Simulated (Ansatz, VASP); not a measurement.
# Two plane-wave programs on AlHCl4

```
Al H Cl
1.0
     4.73982    0.00000    0.00000
     0.00000    4.73982    0.00000
     0.00000    0.00000    7.76045
Al H Cl
1 1 4
Direct
  0.00000 0.00000 0.00000
  0.50000 0.50000 0.50000
  0.50000 0.00000 0.00000
  0.00000 0.50000 0.00000
  0.00000 0.00000 0.28524
  0.00000 0.00000 0.71476
```

Change from the starting cell: species swapped into the AlTlF4 type (P4/mmm, No. 123).

Alike in both runs: functional PBE; k mesh 4 × 4 × 4; occupations gaussian, width 0.1 eV; no spin polarisation.

Ansatz relaxed the structure, and its values are those at the end. VASP's run is a single point on that final structure, the one shown.

|  | VASP | Ansatz |
| --- | --- | --- |
| version | VASP 6.6.1 | Ansatz 0.2.0 |
| potentials or method | VASP PAW PBE potentials, release 64 (Al, H, Cl), cutoff 520 eV | scalar-relativistic, plane waves, PAW |
| valence electrons in the cell | 32 | 32 |

|  | VASP | Ansatz | Ansatz less VASP |
| --- | --- | --- | --- |
| gap on the k mesh at the Fermi level (eV) | none | none | - |
| pressure (GPa) | 0.1 | 0.2 | +0.10 |
| rms of the force components (eV/Å) | 0.009 | 0.002 | -0.0070 |

A gap of «none» marks a metal or a gap that the smearing closes.
